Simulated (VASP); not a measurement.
Write the native input for VASP 6.6.1 that does the following.

```yaml
Task: relaxation of cell and atoms
Functional: PBE
Potentials_or_basis: VASP PAW PBE potentials, release 64 (Hf_pv, Si, F)
Cutoff: 600 eV
k_mesh: 6 × 6 × 4
Occupations: gaussian, width 0.1 eV
Spin: no spin polarisation
Dipole_correction: no
Further_INCAR_settings: ALGO = Normal; EDIFF = 1e-07; IBRION = 2; EDIFFG = -0.04; NSW = 90; ISIF = 3
```

The structure of Hf3Si2F lies in POSCAR:

```
Hf3Si2F
1.0
    4.5036217910      0.0000000000      0.0000000000
   -2.2518108955      3.9002508800      0.0000000000
    0.0000000000      0.0000000000      5.8942083686
Hf Si F
3 2 1
Direct
    0.6666666667      0.3333333333      0.5000000000
    0.0000000000      0.0000000000      0.0000000000
    0.0000000000      0.0000000000      0.5000000000
    0.3333333333      0.6666666667      0.2839430919
    0.3333333333      0.6666666667      0.7160569081
    0.6666666667      0.3333333333      0.0000000000
```

The cell was generated, and may not be a known phase.

The input as run:

INCAR

```
SYSTEM = Hf3Si2F
PREC = Accurate
ENCUT = 600
EDIFF = 1E-7
ISMEAR = 0
SIGMA = 0.1
LREAL = .False.
LASPH = .True.
NELM = 80
ALGO = Normal
ISIF = 3
LWAVE = .False.
LCHARG = .False.
GGA = PE
IBRION = 2
NSW = 90
EDIFFG = -0.04
```

KPOINTS

```
Automatic mesh
0
Gamma
  6 6 4
  0 0 0
```

Potentials or basis: VASP PAW PBE potentials, release 64 (Hf_pv, Si, F).

The run is started by

```bash
$ cat potpaw_PBE.64/Hf_pv/POTCAR potpaw_PBE.64/Si/POTCAR potpaw_PBE.64/F/POTCAR > POTCAR
$ mpirun -np 1 vasp_std > vasp.out
```

Results of the run:

```yaml
Relaxed_volume: 17.19 Å³/atom
Relaxed_cell: a = 4.546 Å, b = 4.546 Å, c = 5.764 Å, α = 90.00°, β = 90.00°, γ = 120.00°
Space_group_after_relaxing_to_0.1_Å: P-6m2 (No. 187)
Energy_gained_by_relaxing: 3.7 meV/atom
Ionic_steps: 6
Pressure_after_relaxing: -0.1 GPa
Largest_force_after_relaxing: 0.019 eV/Å
Band_gap_on_the_k_mesh: zero (an odd number of electrons rules out a gap without spin polarisation)
```

Caveat: spin-orbit coupling is left out, which moves the levels of the heavy elements; an odd number of electrons without spin polarisation forces a metal; a magnetic or distorted state may lie lower.

It took 4.9 min on 1 thread of Intel(R) Xeon(R) Platinum 8259CL CPU @ 2.50GHz (Skylake/Cascade Lake) (shared host), peak memory 0.29 GiB.
